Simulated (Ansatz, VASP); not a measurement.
# Two plane-wave programs on InPd

```
In Pd
1.0
     3.24663    0.00000    0.00000
     0.00000    3.24663    0.00000
     0.00000    0.00000    3.24663
In Pd
1 1
Direct
  0.98510 0.00000 0.00000
  0.51608 0.50000 0.50000
```

Change from the starting cell: mode 4 frozen in at -0.052 Å, strain +e along z and -e/2 along x and y +0.0000.

Alike in both runs: task single point; functional PBEsol; k mesh 14 × 14 × 14; occupations gaussian, width 0.15 eV; no spin polarisation.

|  | VASP | Ansatz |
| --- | --- | --- |
| version | VASP 6.6.1 | Ansatz 0.2.0 |
| potentials or method | VASP PAW PBE potentials, release 64 (In_d, Pd), cutoff 520 eV | scalar-relativistic, plane waves, PAW |
| valence electrons in the cell | 23 | 31 |

```tsv
	VASP	Ansatz	Ansatz less VASP
gap on the k mesh at the Fermi level (eV)	none	none	-
pressure (GPa)	0.7	0.6	-0.09
traceless stress, the component that is largest in VASP (GPa)	-0.31	-0.30	+0.005
rms of the force components (eV/Å)	0.253	0.249	-0.0041
```

VASP's potentials were made for PBE, not for PBEsol. Atom by atom the forces differ by 0.004 eV/Å (rms over components). A gap of «none» marks a metal or a gap that the smearing closes. VASP's potentials hold 23 valence electrons a cell and Ansatz's 31, so a difference there can come from the potentials and not from the codes.
